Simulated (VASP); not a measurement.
# Si6O11 (a cell with a defect) in VASP: a series of runs

Runs on Si6O11 (a cell with a defect). Level: PBE+D3(BJ). Tasks: single point.

All numbers are computed with VASP 6.6.1; they aren't measurements. Logs are shortened: lines on timing, memory, paths and dates and some standing lists are left out, and cuts for length are marked.

## Step 1: The cell of the first run

The cell holds a defect, 17 atoms: a = 4.915 Å, b = 5.421 Å, c = 8.513 Å, α = 90.00°, β = 90.00°, γ = 90.00°.

## Step 2: Single point, PBE+D3(BJ)

File INCAR:

```
SYSTEM = Si6O11
ALGO = Normal
EDIFF = 1E-7
ENCUT = 520
GGA = PE
ISIF = 2
ISMEAR = 0
IVDW = 12
LASPH = .TRUE.
LCHARG = .FALSE.
LREAL = Auto
LWAVE = .FALSE.
NBANDS = 59
NELECT = 88.0
NELM = 60
PREC = Accurate
SIGMA = 0.05
```

File KPOINTS:

```
k-points
0
G
  4 4 2
  0 0 0
```

File POSCAR:

```
Si6O11
1.0
   -2.4573906087      4.2563253884      0.0000000000
    0.0000000000      0.0000000000      5.4210324304
    7.3721718262      4.2563253883      0.0000000000
Si O
6 11
Direct
    0.7669799462      0.6666666667      0.2330200538
    0.2669799462      0.6666666667      0.7330200538
    0.9660401075      0.3333333333      0.5000000000
    0.4660401075      0.3333333333      0.0000000000
    0.2669799462      0.0000000000      0.2669799462
    0.7669799462      0.0000000000      0.7669799462
    0.2730030153      0.2203350802      0.1370425925
    0.7730030153      0.2203350802      0.6370425925
    0.0690623811      0.8870017469      0.7949771961
    0.6579346037      0.5536684135      0.0679802114
    0.1579346037      0.5536684135      0.5679802114
    0.0690623811      0.7796649198      0.2050228039
    0.5690623811      0.7796649198      0.7050228039
    0.1065436315      0.1412478164      0.4491501127
    0.6579346037      0.1129982531      0.9320197886
    0.7730030153      0.4463315865      0.3629574075
    0.2730030153      0.4463315865      0.8629574075
```

Potentials or basis: VASP PAW PBE potentials, release 64 (Si, O).

The run is started by

```bash
$ cat potpaw_PBE.64/Si/POTCAR potpaw_PBE.64/O/POTCAR > POTCAR
$ mpirun -np 1 vasp_std > vasp.out
```

OUTCAR:

```text
SYSTEM = Si6O11
   EDIFF = 1E-7
   ENCUT = 520
   GGA = PE
   ISIF = 2
   ISMEAR = 0
   IVDW = 12
   LASPH = .TRUE.
   LREAL = Auto
   NELECT = 88.0
   NELM = 60
   PREC = Accurate
 IVDW          = 12

 ion  position               nearest neighbor table
   1  0.767  0.667  0.233-  12 1.62  10 1.62  16 1.63   5 3.06   5 3.06   3 3.06   4 3.06
   2  0.267  0.667  0.733-  13 1.62  11 1.62  17 1.63   9 1.63   6 3.06   6 3.06   4 3.06   3 3.06

   3  0.966  0.333  0.500-  14 1.32   8 1.62  16 1.62  11 1.63   6 3.06   1 3.06   5 3.06   2 3.06

   4  0.466  0.333  0.000-   7 1.62  17 1.62  15 1.63  10 1.63   5 3.06   2 3.06   6 3.06   1 3.06

   5  0.267  0.000  0.267-   7 1.63  12 1.63  14 1.90   4 3.06   1 3.06   1 3.06   3 3.06
   6  0.767  0.000  0.767-  15 1.62   9 1.62   8 1.63  13 1.63   3 3.06   2 3.06   2 3.06   4 3.06

   7  0.273  0.220  0.137-   4 1.62   5 1.63
   8  0.773  0.220  0.637-   3 1.62   6 1.63
   9  0.069  0.887  0.795-   6 1.62   2 1.63
  10  0.658  0.554  0.068-   1 1.62   4 1.63
  11  0.158  0.554  0.568-   2 1.62   3 1.63
  12  0.069  0.780  0.205-   1 1.62   5 1.63
  13  0.569  0.780  0.705-   2 1.62   6 1.63
  14  0.107  0.141  0.449-   3 1.32   5 1.90
  15  0.658  0.113  0.932-   6 1.62   4 1.63
  16  0.773  0.446  0.363-   3 1.62   1 1.63
  17  0.273  0.446  0.863-   4 1.62   2 1.63

  LATTYP: Found a simple orthorhombic cell.
 ALAT       =     4.9147812175
 B/A-ratio  =     1.1030058492
 C/A-ratio  =     1.7320508076

  Lattice vectors:

 A1 = (  -2.4573906087,   4.2563253884,   0.0000000000)
 A2 = (   0.0000000000,   0.0000000000,   5.4210324304)
 A3 = (   7.3721718262,   4.2563253883,   0.0000000000)

Analysis of symmetry for initial positions (statically):
=====================================================================
 Subroutine PRICEL returns:
 Original cell was already a primitive cell.

 Routine SETGRP: Setting up the symmetry group for a
 simple orthorhombic supercell.

 Subroutine GETGRP returns: Found  1 space group operations
 (whereof  1 operations were pure point group operations)
 out of a pool of  8 trial point group operations.

The static configuration has the point symmetry C_1 .

Analysis of symmetry for dynamics (positions and initial velocities):
=====================================================================
 Subroutine PRICEL returns:
 Original cell was already a primitive cell.
[... 136 lines left out ...]
   NSW    =      0    number of steps for IOM
   IBRION =     -1    ionic relax: 0-MD 1-quasi-New 2-CG
   NFREE  =      0    steps in history (QN), initial steepest desc. (CG)
   ISIF   =      2    stress and relaxation
   ISYM   =      2    0-nonsym 1-usesym 2-fastsym
   POTIM  = 0.5000    time-step for ionic-motion
   TEBEG  =    0.0;   TEEND  =   0.0 temperature during run
   PSTRESS=    0.0 pullay stress
   NELECT =      88.0000    total number of electrons
   NUPDOWN=      -1.0000    fix difference up-down
   EMIN   =  10.00;   EMAX   =-10.00  energy-range for DOS
   EFERMI =   0.00;   METHOD = LEGACY
   ISMEAR =     0;   SIGMA  =   0.05  broadening in eV -4-tet -1-fermi 0-gaus
   EFERMI_NEDOS =   21; number of points for ismear=-14 and -15
   IALGO  =     38    algorithm
   IMIX   =      4    mixing-type and parameters
     AMIX     =   0.40;   BMIX     =  1.00
     AMIX_MAG =   1.60;   BMIX_MAG =  1.00
  volume/ion in A,a.u.               =      13.34        90.03
  Fermi-wavevector in a.u.,A,eV,Ry     =   1.194040  2.256408 19.398241  1.425730
  Thomas-Fermi vector in A             =   2.330039
   LORBIT       =      0    0 simple, 1 ext, 2 COOP (PROOUT), +10 PAW based schemes
   GGA     = PE    functional components
   LHFCALC =     F    Hartree Fock is set to
   AEXX    =    0.0000 exact exchange contribution
   IVDW    =    12    specifies the selected vdW correction
   LEPSILON=     F    determine dielectric tensor
   LRPA    =     F    only Hartree local field effects (RPA)
 non-spin polarized calculation
 Gauss-broadening in eV      SIGMA  =   0.05
  energy-cutoff  :      520.00
  volume of cell :      226.80
 maximum number of plane-waves:      6164
 NGX is ok and might be reduce to    40
   NGX = 19   NGY = 21   NGZ = 31

 number of electron      88.0000035 magnetization

 Free energy of the ion-electron system (eV)
  ---------------------------------------------------
  ext. energy  EPLUGINS =         0.00000000
  ---------------------------------------------------
  free energy    TOTEN  =      -130.59402993 eV

  energy without entropy =     -130.57978128  energy(sigma->0) =     -130.58690561

 E-fermi :   0.9380     XC(G=0):  -8.8876

 val. band max:        0.9365450488   @ k =   0.0000   0.5000   0.0000
 cond. band min:       0.9503695173   @ k =   0.0000   0.2500   0.5000
 fundamental gap:      0.0138244685
 Fermi energy:         0.9380105156

 k-point     1 :       0.0000    0.0000    0.0000
  band No.  band energies     occupation
      1     -18.7604      2.00000
      2     -18.1866      2.00000
      3     -17.9251      2.00000
      4     -17.5481      2.00000
      5     -17.3711      2.00000
      6     -16.8399      2.00000
[... 1169 lines left out ...]
     55      11.1303      0.00000
     56      11.3007      0.00000
 [bands above 56 left out]

------------------------ aborting loop because EDIFF is reached ----------------------------------------

 Edisp (eV)   -2.41360

 E8    (eV) :    -0.8279

  FORCE on cell =-STRESS in cart. coord.  units (eV):
  Direction    XX          YY          ZZ          XY          YZ          ZX
  --------------------------------------------------------------------------------------
  -------------------------------------------------------------------------------------
  Total     -11.05224   -13.38190    -0.23420    -5.54275    -4.52293     8.91579
  in kB     -78.07463   -94.53167    -1.65439   -39.15481   -31.95063    62.98240
  external pressure =      -58.09 kB  Pullay stress =        0.00 kB

 VOLUME and BASIS-vectors are now :
 -----------------------------------------------------------------------------
  energy-cutoff  :      520.00
  volume of cell :      226.80
      direct lattice vectors                 reciprocal lattice vectors
    -2.457390609  4.256325388  0.000000000    -0.101733928  0.176208333  0.000000000
     0.000000000  0.000000000  5.421032430     0.000000000  0.000000000  0.184466707
     7.372171826  4.256325388  0.000000000     0.101733928  0.058736111  0.000000000

 POSITION                                       TOTAL-FORCE (eV/Angst)
 -----------------------------------------------------------------------------------
     -0.16691      4.25633      3.61402        -0.450388      0.047640     -2.437483
      4.74788      4.25633      3.61402        -0.006669     -0.172477     -0.171018
      1.31215      6.23994      1.80701        12.302868     -4.952971     16.734844
     -1.14524      1.98362      1.80701        -1.398892     -0.752412     -0.158132
      1.31215      2.27271      0.00000         2.654361     -0.968791      1.970080
      3.76954      6.52903      0.00000        -0.038523      0.041865      0.149460
[... 9 lines left out ...]
      0.77621      4.83502      2.41958        -0.292838     -1.766418      1.658108
      5.69100      4.83502      2.41958         0.336203      0.201239     -0.123291
 -----------------------------------------------------------------------------------
    total drift:                                0.000601     -0.001324     -0.002232

  FREE ENERGIE OF THE ION-ELECTRON SYSTEM (eV)
  ---------------------------------------------------
  free  energy   TOTEN  =      -133.0076266143 eV

  energy  without entropy=     -132.9933779730  energy(sigma->0) =     -133.00050229
```

stdout:

```text
POSCAR found type information on POSCAR SiO
 POSCAR found :  2 types and      17 ions
 scaLAPACK will be used
 LDA part: xc-table for (Slater+PW92), standard interpolation
 POSCAR, INCAR and KPOINTS ok, starting setup
 FFT: planning ... GRIDC
 FFT: planning ... GRID_SOFT
 FFT: planning ... GRID
 WAVECAR not read
 entering main loop
 the old and the new charge density differ
 old charge density:    90.00000 new   88.00000
    0.353E+01
```

It took 16 min on 1 thread of Intel Xeon 8259CL, shared host; peak memory 0.39 GiB.

What came out:

| Property | Result |
| --- | --- |
| Free energy | -133.0076 eV |
| Largest force | 26.865 eV/Å |
| Dispersion energy per atom | -0.142 eV |

Forces on the atoms (eV/Å):
```
Si   -0.450   0.048  -2.437
Si   -0.007  -0.172  -0.171
Si   12.303  -4.953  16.735
Si   -1.399  -0.752  -0.158
Si    2.654  -0.969   1.970
Si   -0.039   0.042   0.149
O     1.238   0.756  -0.911
O     1.182  -0.456   0.138
O     0.053   0.112   0.001
O     0.591   0.626   1.186
O     0.016   0.055   0.680
O     0.343   0.472   0.866
O    -0.201   0.066   0.042
O   -16.843   6.545 -19.880
O     0.516   0.145   0.256
O    -0.293  -1.766   1.658
O     0.336   0.201  -0.123
```

Levels at points of the mesh, in eV from the Fermi level:
| k point | band 40 | band 41 | band 42 | band 43 | band 44 | band 45 | band 46 | band 47 | band 48 | band 49 |
| --- | --- | --- | --- | --- | --- | --- | --- | --- | --- | --- |
| (0.00, 0.00, 0.00) | -0.80 | -0.77 | -0.55 | -0.24 | -0.13 | -0.03 | 3.91 | 6.53 | 6.78 | 7.34 |
| (0.50, 0.00, 0.00) | -0.76 | -0.67 | -0.52 | -0.05 | 0.05 | 0.43 | 3.35 | 6.40 | 6.80 | 7.82 |
| (0.00, 0.50, 0.00) | -0.99 | -0.78 | -0.25 | -0.23 | -0.11 | 0.00 | 3.71 | 6.74 | 7.19 | 8.24 |
| (0.50, 0.50, 0.00) | -0.68 | -0.57 | -0.55 | -0.50 | -0.24 | 0.39 | 3.48 | 6.48 | 6.70 | 8.13 |
| (0.00, 0.00, 0.50) | -0.81 | -0.72 | -0.45 | -0.26 | -0.11 | -0.02 | 3.90 | 6.33 | 7.11 | 7.61 |
| (0.50, 0.00, 0.50) | -0.79 | -0.56 | -0.51 | -0.06 | 0.02 | 0.44 | 3.37 | 6.38 | 6.75 | 7.80 |
| (0.00, 0.50, 0.50) | -0.86 | -0.83 | -0.44 | -0.29 | -0.06 | 0.05 | 3.71 | 6.81 | 7.21 | 8.11 |
| (0.50, 0.50, 0.50) | -0.71 | -0.62 | -0.52 | -0.27 | -0.17 | 0.30 | 3.48 | 6.50 | 6.69 | 8.19 |

Caveat: the k points lie up to 0.37 Å⁻¹ apart; the cell carries a net charge on a neutralising background, which shifts energy and pressure; the cell differs from its parent crystal (atoms taken out, atom 14 moved -0.125 of the way to it and +0.000 Å across, host rigid); the cell is charged against a uniform background, so pressure and absolute levels hang on convention.

## Step 3: Single point, PBE+D3(BJ)

File INCAR:

```
  ALGO = Normal
  EDIFF = 1E-6
  ENCUT = 520
  GGA = PE
  ISIF = 2
  ISMEAR = 0
  IVDW = 12
  LASPH = T
  LCHARG = F
  LREAL = Auto
  LWAVE = F
  NBANDS = 59
  NELECT = 88.0
  NELM = 80
  PREC = Accurate
  SIGMA = 0.05
```

File KPOINTS:

```
k-points
0
Gamma
  4 4 2
```

Changes to POSCAR since step 2:

```diff
@@ -21,3 +21,3 @@
     0.5690623811      0.7796649198      0.7050228039
-    0.1065436315      0.1412478164      0.4491501127
+    0.5176714089     -0.0847486898      0.3121075202
     0.6579346037      0.1129982531      0.9320197886
```

Potentials or basis: VASP PAW PBE potentials, release 64 (Si, O).

The run is started by

```bash
$ cat potpaw_PBE.64/Si/POTCAR potpaw_PBE.64/O/POTCAR > POTCAR
$ mpirun -np 1 vasp_std > vasp.out
```

Wall time 15 min (1 thread of Intel Xeon 8259CL, shared host); peak memory 0.38 GiB.

Results (log left out):

```yaml
Free_energy: -135.0020 eV
Largest_force: 17.697 eV/Å
Dispersion_energy_per_atom: -0.142 eV
```

Forces in eV/Å, atoms in the order of the input:
```
Si    0.221  -1.672   0.693
Si    1.173   1.500   0.218
Si    2.487  -0.644   2.787
Si   -0.990  -0.435   0.365
Si   -0.395 -13.886   4.398
Si    1.139   0.475  -1.284
O     2.032  -0.282  -0.356
O    -1.796  -0.041   0.075
O    -0.436  -0.174   0.019
O     0.904   0.831   1.049
O    -1.356  -1.046  -1.206
O     1.429  -0.472   0.884
O    -0.326  -0.173   0.050
O    -4.323  15.639  -7.065
O     0.153   0.028   0.206
O     0.118   0.398  -0.700
O    -0.035  -0.046  -0.133
```

Levels at points of the mesh, in eV from the Fermi level:
```tsv
k point	band 40	band 41	band 42	band 43	band 44	band 45	band 46	band 47	band 48	band 49
(0.00, 0.00, 0.00)	-1.06	-0.89	-0.72	-0.33	-0.08	-0.03	4.38	6.09	6.62	7.00
(0.50, 0.00, 0.00)	-1.13	-0.76	-0.67	-0.22	-0.08	0.14	4.20	5.96	7.09	7.81
(0.00, 0.50, 0.00)	-0.99	-0.85	-0.56	-0.41	-0.06	0.15	4.12	6.24	6.55	7.93
(0.50, 0.50, 0.00)	-1.03	-0.93	-0.60	-0.55	-0.44	0.18	4.45	6.42	6.91	7.27
(0.00, 0.00, 0.50)	-1.02	-0.85	-0.73	-0.31	-0.06	0.07	4.22	6.39	6.49	7.06
(0.50, 0.00, 0.50)	-1.09	-0.75	-0.65	-0.24	-0.08	0.09	4.24	5.96	7.10	7.67
(0.00, 0.50, 0.50)	-1.02	-0.86	-0.62	-0.45	-0.04	0.20	4.10	6.24	6.57	7.85
(0.50, 0.50, 0.50)	-1.02	-0.88	-0.55	-0.55	-0.35	0.08	4.45	6.44	7.00	7.29
```

Caveat: the k points lie up to 0.37 Å⁻¹ apart; the cell carries a net charge on a neutralising background, which shifts energy and pressure; the cell differs from its parent crystal (atoms taken out, atom 14 moved 0.875 of the way to it and +0.000 Å across, host rigid); the cell is charged against a uniform background, so pressure and absolute levels hang on convention.
